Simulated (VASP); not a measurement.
Set up this calculation in VASP 6.6.1, as the native input.

| Item | Value |
| --- | --- |
| Task | single point |
| Functional | PBE |
| Potentials or basis | VASP PAW PBE potentials, release 64 (Ta_pv, H, Br) |
| Cutoff | 520 eV |
| k mesh | 6 × 6 × 6 |
| Occupations | gaussian, width 0.1 eV |
| Spin | collinear spin |
| Starting moments | [1.0, 0.0, 0.0, 0.0, 0.0, 0.0] μB |
| Dipole correction | no |
| Further INCAR settings | ALGO = Normal; EDIFF = 1e-06; NBANDS = 27 |

The structure of TaH3Br2 lies in POSCAR:

```
TaH3Br2
1.0
    2.7947698500      1.6135611300      4.4217278500
   -2.7947698500      1.6135611300      4.4217278500
    0.0000000000     -3.2271222500      4.4217278500
Ta H Br
1 3 2
Direct
    0.0000000000      0.0000000000      0.0000000000
    0.0000000000      0.5000000000      0.0000000000
    0.5000000000      0.0000000000      0.0000000000
    0.0000000000      0.0000000000      0.5000000000
    0.6256905800      0.6256905800      0.6256905800
    0.3743094200      0.3743094200      0.3743094200
```

The cell was generated, and may not be a known phase.

These files were run (other wordings do the same):

INCAR

```
PREC = Accurate ; ENCUT = 520
EDIFF = 1E-6 ; ISMEAR = 0
SIGMA = 0.1 ; LREAL = False
LASPH = True ; NELM = 150
ALGO = Normal ; ISIF = 2
LWAVE = False ; LCHARG = False
ISPIN = 2 ; MAGMOM = 1 0 0 0 0 0
LORBIT = 11 ; LMAXMIX = 4
GGA = PE ; NBANDS = 27
```

KPOINTS

```
regular mesh
0
Gamma
  6 6 6
```

Potentials or basis: VASP PAW PBE potentials, release 64 (Ta_pv, H, Br).

Run with:

```bash
$ cat potpaw_PBE.64/Ta_pv/POTCAR potpaw_PBE.64/H/POTCAR potpaw_PBE.64/Br/POTCAR > POTCAR
$ mpirun -np 1 vasp_std > vasp.out
```

Results of the run:

```
Pressure                                              : -16.5 GPa
Largest force                                         : 0.402 eV/Å
Net moment                                            : 0.14 μB per cell
Site moments                                          : Ta +0.49; H -0.05; Br -0.07 μB
Valence electrons inside the program's atomic spheres : Ta 8.13; H 0.39; Br 4.73
```

Caveat: the cell stands under tension.

It took 2.6 min on 1 thread of Intel(R) Xeon(R) 6975P-C (Granite Rapids), on a shared host, peak memory 0.42 GiB.
